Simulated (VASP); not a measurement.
# SrO (k07) (Fm-3m) in VASP: further runs

The runs below take SrO (k07) through single point, relaxation of cell and atoms, with PBEsol.

Program: VASP 6.6.1. These are calculated values, not measurements. Logs are shortened: lines on timing, memory, paths and dates and some standing lists are left out, and cuts for length are marked.

**1. The cell of the first run**

Symmetry: Fm-3m, No. 225, cubic system. Conventional cell: a = 5.123 Å, b = 5.123 Å, c = 5.123 Å, α = 90.00°, β = 90.00°, γ = 90.00°. Within 3.4 Å of Sr (site symmetry m-3m) lie 6 O at 2.56 Å. Within 3.4 Å of O (site symmetry m-3m) lie 6 Sr at 2.56 Å.

**2. Single point, PBEsol**

The input, INCAR:

```
SYSTEM = SrO
  ALGO = Normal
  EDIFF = 1E-6
  ENCUT = 600
  GGA = PS
  GGA_COMPAT = .FALSE.
  ISIF = 2
  ISMEAR = 0
  LASPH = .TRUE.
  LCHARG = .FALSE.
  LREAL = .FALSE.
  LWAVE = .FALSE.
  NBANDS = 15
  NELM = 120
  PREC = Accurate
  SIGMA = 0.02
```

The input, KPOINTS:

```
k-points
0
G
  10 10 10
  0 0 0
```

The input, POSCAR:

```
SrO
1.0
    0.0000000000      2.5613322646      2.5613322646
    2.5613322646      0.0000000000      2.5613322646
    2.5613322646      2.5613322646      0.0000000000
Sr O
1 1
Direct
    0.0000000000      0.0000000000      0.0000000000
    0.5000000000      0.5000000000      0.5000000000
```

Potentials or basis: VASP PAW PBE potentials, release 64 (Sr_sv, O).

On the command line:

```sh
$ cat potpaw_PBE.64/Sr_sv/POTCAR potpaw_PBE.64/O/POTCAR > POTCAR
$ mpirun -np 1 vasp_std > vasp.out
```

OUTCAR:

```text
SYSTEM = SrO
   EDIFF = 1E-6
   ENCUT = 600
   GGA = PS
   ISIF = 2
   ISMEAR = 0
   LASPH = .TRUE.
   LREAL = .FALSE.
   NELM = 120
   PREC = Accurate

 ion  position               nearest neighbor table
   1  0.000  0.000  0.000-   2 2.56   2 2.56   2 2.56   2 2.56   2 2.56   2 2.56
   2  0.500  0.500  0.500-   1 2.56   1 2.56   1 2.56   1 2.56   1 2.56   1 2.56

  LATTYP: Found a face centered cubic cell.
 ALAT       =     5.1226645292

  Lattice vectors:

 A1 = (   0.0000000000,   2.5613322646,   2.5613322646)
 A2 = (   2.5613322646,   0.0000000000,   2.5613322646)
 A3 = (   2.5613322646,   2.5613322646,   0.0000000000)

Analysis of symmetry for initial positions (statically):
=====================================================================
 Subroutine PRICEL returns:
 Original cell was already a primitive cell.

 Routine SETGRP: Setting up the symmetry group for a
 face centered cubic supercell.

 Subroutine GETGRP returns: Found 48 space group operations
 (whereof 48 operations were pure point group operations)
 out of a pool of 48 trial point group operations.

The static configuration has the point symmetry O_h .

Analysis of symmetry for dynamics (positions and initial velocities):
=====================================================================
 Subroutine PRICEL returns:
 Original cell was already a primitive cell.

 Routine SETGRP: Setting up the symmetry group for a
 face centered cubic supercell.

 Subroutine GETGRP returns: Found 48 space group operations
 (whereof 48 operations were pure point group operations)
 out of a pool of 48 trial point group operations.

The dynamic configuration has the point symmetry O_h .

 Subroutine INISYM returns: Found 48 space group operations
 (whereof 48 operations are pure point group operations),
 and found     1 'primitive' translations

----------------------------------------------------------------------------------------

                                     Primitive cell

  volume of cell :      33.6068

  direct lattice vectors                    reciprocal lattice vectors
     0.000000000  2.561332265  2.561332265    -0.195210909  0.195210909  0.195210909
     2.561332265  0.000000000  2.561332265     0.195210909 -0.195210909  0.195210909
     2.561332265  2.561332265  0.000000000     0.195210909  0.195210909 -0.195210909

  length of vectors
     3.622270826  3.622270826  3.622270826     0.338115213  0.338115213  0.338115213

  position of ions in fractional coordinates (direct lattice)
     0.000000000  0.000000000  0.000000000
     0.500000000  0.500000000  0.500000000

  ion indices of the primitive-cell ions
[... 89 lines left out ...]
   EFERMI =   0.00;   METHOD = LEGACY
   ISMEAR =     0;   SIGMA  =   0.02  broadening in eV -4-tet -1-fermi 0-gaus
   EFERMI_NEDOS =   21; number of points for ismear=-14 and -15
   IALGO  =     38    algorithm
   IMIX   =      4    mixing-type and parameters
     AMIX     =   0.40;   BMIX     =  1.00
     AMIX_MAG =   1.60;   BMIX_MAG =  1.00
  volume/ion in A,a.u.               =      16.80       113.40
  Fermi-wavevector in a.u.,A,eV,Ry     =   1.278318  2.415671 22.233238  1.634097
  Thomas-Fermi vector in A             =   2.410868
   LORBIT       =      0    0 simple, 1 ext, 2 COOP (PROOUT), +10 PAW based schemes
   GGA     = PS    functional components
   LHFCALC =     F    Hartree Fock is set to
   AEXX    =    0.0000 exact exchange contribution
   IVDW    =     0    specifies the selected vdW correction
   LEPSILON=     F    determine dielectric tensor
   LRPA    =     F    only Hartree local field effects (RPA)
 non-spin polarized calculation
 Gauss-broadening in eV      SIGMA  =   0.02
  energy-cutoff  :      600.00
  volume of cell :       33.61
 maximum number of plane-waves:      1139
 NGX is ok and might be reduce to    30
   NGX = 15   NGY = 15   NGZ = 15

 number of electron      15.9999997 magnetization

 Free energy of the ion-electron system (eV)
  ---------------------------------------------------
  ext. energy  EPLUGINS =         0.00000000
  ---------------------------------------------------
  free energy    TOTEN  =       -12.64059259 eV

  energy without entropy =      -12.64059259  energy(sigma->0) =      -12.64059259

 E-fermi :   1.6522     XC(G=0): -10.3314

 val. band max:        1.5408627250   @ k =   0.0000   0.0000   0.0000
 cond. band min:       4.6890149091   @ k =   0.5000   0.5000   0.0000
 fundamental gap:      3.1481521840
 Fermi energy:         1.6522374144

 k-point     1 :       0.0000    0.0000    0.0000
  band No.  band energies     occupation
      1     -30.6565      2.00000
      2     -13.4712      2.00000
      3     -12.2970      2.00000
      4     -12.2970      2.00000
      5     -12.2970      2.00000
      6       1.5409      2.00000
      7       1.5409      2.00000
      8       1.5409      2.00000
      9       5.4442      0.00000
     10       7.7275      0.00000
     11       7.7275      0.00000
     12       7.7275      0.00000
     13       9.9484      0.00000
     14       9.9484      0.00000
[... 401 lines left out ...]
      2     -14.2284      2.00000
      3     -12.6705      2.00000
      4     -12.5934      2.00000
      5     -12.1015      2.00000
      6       0.4618      2.00000
      7       1.2294      2.00000
      8       1.3092      2.00000
      9       5.3845      0.00000
     10       8.7048      0.00000
     11      11.1199      0.00000
     12      11.3115      0.00000
     13      11.7963      0.00000
     14      12.6323      0.00000
     15      17.0730      0.00000

 [... further k-points ...]

------------------------ aborting loop because EDIFF is reached ----------------------------------------

  FORCE on cell =-STRESS in cart. coord.  units (eV):
  Direction    XX          YY          ZZ          XY          YZ          ZX
  --------------------------------------------------------------------------------------
  -------------------------------------------------------------------------------------
  Total        0.1145911      0.1145911      0.1145911      0.0000000     -0.0000000      0.0000000
  in kB        5.4630321      5.4630321      5.4630321      0.0000000     -0.0000000      0.0000000
  external PRESSURE =       5.4630321 kB  Pullay stress =       0.0000000 kB

 VOLUME and BASIS-vectors are now :
 -----------------------------------------------------------------------------
  energy-cutoff  :      600.00
  volume of cell :       33.61
      direct lattice vectors                 reciprocal lattice vectors
     0.000000000  2.561332265  2.561332265    -0.195210909  0.195210909  0.195210909
     2.561332265  0.000000000  2.561332265     0.195210909 -0.195210909  0.195210909
     2.561332265  2.561332265  0.000000000     0.195210909  0.195210909 -0.195210909

 POSITION                                       TOTAL-FORCE (eV/Angst)
 -----------------------------------------------------------------------------------
      0.00000      0.00000      0.00000        -0.000000     -0.000000     -0.000000
      2.56133      2.56133      2.56133         0.000000      0.000000      0.000000
 -----------------------------------------------------------------------------------
    total drift:                                0.000000      0.000000      0.000000

  FREE ENERGIE OF THE ION-ELECTRON SYSTEM (eV)
  ---------------------------------------------------
  free  energy   TOTEN  =       -12.6405925940 eV

  energy  without entropy=      -12.6405925940  energy(sigma->0) =      -12.64059259
```

stdout:

```text
POSCAR found type information on POSCAR SrO
 POSCAR found :  2 types and       2 ions
 scaLAPACK will be used
 -----------------------------------------------------------------------------
|                                                                             |
|                                                                             |
|     You enforced a specific xc type in the INCAR file but a different       |
|     I HOPE YOU KNOW WHAT YOU ARE DOING!                                     |
|                                                                             |
 -----------------------------------------------------------------------------

 LDA part: xc-table for (Slater+PW92), standard interpolation
 POSCAR, INCAR and KPOINTS ok, starting setup
 FFT: planning ... GRIDC
 FFT: planning ... GRID_SOFT
 FFT: planning ... GRID
 WAVECAR not read
 entering main loop
```

Run time: 34 s. Hardware: 1 thread of Intel Xeon 6975P-C, shared host; peak memory 0.19 GiB.

What came out:

```yaml
Free_energy: -12.6406 eV
Pressure: 0.5 GPa
Band_gap_on_the_k_mesh: 3.15 eV, indirect (least direct gap 3.23 eV)
```

Caveat: the PAW data sets were made with another functional, which shifts forces and pressure a little. A k mesh can miss the band edges.

**3. Single point, PBEsol**

The input, INCAR:

```
PREC     = Accurate       # precision mode
ENCUT    = 600            # plane-wave cutoff, eV
EDIFF    = 1E-6           # SCF threshold, eV
ISMEAR   = 0              # smearing method
SIGMA    = 0.01           # smearing width, eV
LREAL    = F              # projectors in reciprocal space
LASPH    = T              # aspherical terms in the spheres
NELM     = 120            # most SCF steps
ALGO     = Normal         # electronic algorithm
ISIF     = 2              # what is computed and relaxed
LWAVE    = F              # write WAVECAR
LCHARG   = T              # write CHGCAR
GGA      = PS             # functional
LELF     = T              # ELF
LVHAR    = T            
NBANDS   = 15             # bands
GGA_COMPAT= F
```

The input, KPOINTS:

```
Automatic mesh
0
Gamma
  10 10 10
```

POSCAR is that of step 2.

Potentials or basis: VASP PAW PBE potentials, release 64 (Sr_sv, O).

On the command line:

```sh
$ cat potpaw_PBE.64/Sr_sv/POTCAR potpaw_PBE.64/O/POTCAR > POTCAR
$ mpirun -np 1 vasp_std > vasp.out
```

OUTCAR:

```text
PREC = Accurate
   ENCUT = 600
   EDIFF = 1E-6
   ISMEAR = 0
   LREAL = F
   LASPH = T
   NELM = 120
   ISIF = 2
   GGA = PS

 ion  position               nearest neighbor table
   1  0.000  0.000  0.000-   2 2.56   2 2.56   2 2.56   2 2.56   2 2.56   2 2.56
   2  0.500  0.500  0.500-   1 2.56   1 2.56   1 2.56   1 2.56   1 2.56   1 2.56

  LATTYP: Found a face centered cubic cell.
 ALAT       =     5.1226645292

  Lattice vectors:

 A1 = (   0.0000000000,   2.5613322646,   2.5613322646)
 A2 = (   2.5613322646,   0.0000000000,   2.5613322646)
 A3 = (   2.5613322646,   2.5613322646,   0.0000000000)

Analysis of symmetry for initial positions (statically):
=====================================================================
 Subroutine PRICEL returns:
 Original cell was already a primitive cell.

 Routine SETGRP: Setting up the symmetry group for a
 face centered cubic supercell.

 Subroutine GETGRP returns: Found 48 space group operations
 (whereof 48 operations were pure point group operations)
 out of a pool of 48 trial point group operations.

The static configuration has the point symmetry O_h .

Analysis of symmetry for dynamics (positions and initial velocities):
=====================================================================
 Subroutine PRICEL returns:
 Original cell was already a primitive cell.

 Routine SETGRP: Setting up the symmetry group for a
 face centered cubic supercell.

 Subroutine GETGRP returns: Found 48 space group operations
 (whereof 48 operations were pure point group operations)
 out of a pool of 48 trial point group operations.

The dynamic configuration has the point symmetry O_h .

 Subroutine INISYM returns: Found 48 space group operations
 (whereof 48 operations are pure point group operations),
 and found     1 'primitive' translations

----------------------------------------------------------------------------------------

                                     Primitive cell

  volume of cell :      33.6068

  direct lattice vectors                    reciprocal lattice vectors
[... 119 lines left out ...]
 Gauss-broadening in eV      SIGMA  =   0.01
  energy-cutoff  :      600.00
  volume of cell :       33.61
 maximum number of plane-waves:      1139
 NGX is ok and might be reduce to    30
   NGX = 15   NGY = 15   NGZ = 15

 number of electron      15.9999997 magnetization

 Free energy of the ion-electron system (eV)
  ---------------------------------------------------
  ext. energy  EPLUGINS =         0.00000000
  ---------------------------------------------------
  free energy    TOTEN  =       -12.64059259 eV

  energy without entropy =      -12.64059259  energy(sigma->0) =      -12.64059259

 E-fermi :   1.6522     XC(G=0): -10.3314

 val. band max:        1.5408627251   @ k =   0.0000   0.0000   0.0000
 cond. band min:       4.6890149091   @ k =   0.5000   0.5000   0.0000
 fundamental gap:      3.1481521840
 Fermi energy:         1.6522374144

 k-point     1 :       0.0000    0.0000    0.0000
  band No.  band energies     occupation
      1     -30.6565      2.00000
      2     -13.4712      2.00000
      3     -12.2970      2.00000
      4     -12.2970      2.00000
      5     -12.2970      2.00000
      6       1.5409      2.00000
      7       1.5409      2.00000
      8       1.5409      2.00000
      9       5.4442      0.00000
     10       7.7275      0.00000
     11       7.7275      0.00000
     12       7.7275      0.00000
     13       9.9484      0.00000
     14       9.9484      0.00000
[... 401 lines left out ...]
      2     -14.2284      2.00000
      3     -12.6705      2.00000
      4     -12.5934      2.00000
      5     -12.1015      2.00000
      6       0.4618      2.00000
      7       1.2294      2.00000
      8       1.3092      2.00000
      9       5.3845      0.00000
     10       8.7048      0.00000
     11      11.1199      0.00000
     12      11.3115      0.00000
     13      11.7963      0.00000
     14      12.6323      0.00000
     15      17.0730      0.00000

 [... further k-points ...]

------------------------ aborting loop because EDIFF is reached ----------------------------------------

  FORCE on cell =-STRESS in cart. coord.  units (eV):
  Direction    XX          YY          ZZ          XY          YZ          ZX
  --------------------------------------------------------------------------------------
  -------------------------------------------------------------------------------------
  Total        0.1145911      0.1145911      0.1145911     -0.0000000      0.0000000      0.0000000
  in kB        5.4630319      5.4630319      5.4630319     -0.0000000      0.0000000      0.0000000
  external PRESSURE =       5.4630319 kB  Pullay stress =       0.0000000 kB

 VOLUME and BASIS-vectors are now :
 -----------------------------------------------------------------------------
  energy-cutoff  :      600.00
  volume of cell :       33.61
      direct lattice vectors                 reciprocal lattice vectors
     0.000000000  2.561332265  2.561332265    -0.195210909  0.195210909  0.195210909
     2.561332265  0.000000000  2.561332265     0.195210909 -0.195210909  0.195210909
     2.561332265  2.561332265  0.000000000     0.195210909  0.195210909 -0.195210909

 POSITION                                       TOTAL-FORCE (eV/Angst)
 -----------------------------------------------------------------------------------
      0.00000      0.00000      0.00000         0.000000      0.000000     -0.000000
      2.56133      2.56133      2.56133        -0.000000     -0.000000      0.000000
 -----------------------------------------------------------------------------------
    total drift:                                0.000000      0.000000      0.000000

  FREE ENERGIE OF THE ION-ELECTRON SYSTEM (eV)
  ---------------------------------------------------
  free  energy   TOTEN  =       -12.6405925940 eV

  energy  without entropy=      -12.6405925940  energy(sigma->0) =      -12.64059259
```

It took 42 s on 1 thread of Intel Xeon 6975P-C, shared host; peak memory 0.19 GiB.

What came out:

| Quantity | Value |
| --- | --- |
| Free energy | -12.6406 eV |
| Pressure | 0.5 GPa |
| Band gap on the k mesh | 3.15 eV, indirect (least direct gap 3.23 eV) |

Levels at points of the mesh, in eV from the valence-band top:
```tsv
k point	band 4	band 5	band 6	band 7	band 8	band 9	band 10	band 11	band 12	band 13
(0.00, 0.00, 0.00)	-13.84	-13.84	0.00	0.00	0.00	3.90	6.19	6.19	6.19	8.41
(0.50, 0.00, 0.00)	-13.92	-12.64	-2.25	-1.18	-1.18	6.54	8.38	8.91	8.91	12.07
(0.50, 0.50, 0.00)	-14.23	-14.23	-0.42	-0.08	-0.08	3.15	7.85	10.27	10.32	11.25
```

Caveat: the PAW data sets were made with another functional, which shifts forces and pressure a little. A k mesh can miss the band edges.

**4. Single point, PBEsol**

The input, INCAR:

```
SYSTEM = SrO
ALGO = Normal ; EDIFF = 1E-6
ENCUT = 600 ; GGA = PS
GGA_COMPAT = .FALSE. ; ISIF = 2
ISMEAR = 0 ; LASPH = .TRUE.
LCHARG = .FALSE. ; LREAL = .FALSE.
LWAVE = .FALSE. ; NBANDS = 15
NELM = 120 ; PREC = Accurate
SIGMA = 0.01
```

The input, KPOINTS:

```
k-points
0
G
  10 10 10
  0 0 0
```

POSCAR is that of step 3.

On the command line:

```sh
$ cat potpaw_PBE.64/Sr_sv/POTCAR potpaw_PBE.64/O/POTCAR > POTCAR
$ mpirun -np 1 vasp_std > vasp.out
```

Run time: 32 s. Hardware: 1 thread of Intel Xeon 6975P-C, shared host; peak memory 0.19 GiB.

The run converged. Its results:

| Quantity | Value |
| --- | --- |
| Free energy | -12.6406 eV |
| Pressure | 0.5 GPa |
| Band gap on the k mesh | 3.15 eV, indirect (least direct gap 3.23 eV) |

Levels at points of the mesh, in eV from the valence-band top:
```tsv
k point	band 5	band 6	band 7	band 8	band 9	band 10	band 11	band 12
(0.00, 0.00, 0.00)	-13.84	0.00	0.00	0.00	3.90	6.19	6.19	6.19
(0.50, 0.00, 0.00)	-12.64	-2.25	-1.18	-1.18	6.54	8.38	8.91	8.91
(0.50, 0.50, 0.00)	-14.23	-0.42	-0.08	-0.08	3.15	7.85	10.27	10.32
```

Caveat: the PAW data sets were made with another functional, which shifts forces and pressure a little. As with any semilocal functional, this PBEsol gap is likely too small.

[end of part 1 of 2]
